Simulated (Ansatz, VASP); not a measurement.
# Nb: VASP beside Ansatz

```xyz
1
Lattice="-1.6511 1.6511 1.6511 1.6511 -1.6511 1.6511 1.6511 1.6511 -1.6511" Properties=species:S:1:pos:R:3 pbc="T T T"
Nb    0.0000    0.0000    0.0000
```

Alike in both runs: task single point; functional r2SCAN; k mesh 13 × 13 × 13; occupations methfessel-paxton of order 1, width 0.2 eV; no spin polarisation.

```csv
,VASP,Ansatz
version,VASP 6.6.1,Ansatz 0.2.0
potentials or method,"VASP PAW PBE potentials, release 64 (Nb_sv), cutoff 520 eV","plane waves (500 eV) with PAW, scalar-relativistic"
valence electrons in the cell,13,13
```

```csv
,VASP,Ansatz,Ansatz less VASP
pressure (GPa),-0.7,-0.5,+0.17
```

VASP's potentials were made for PBE, not for r2SCAN.
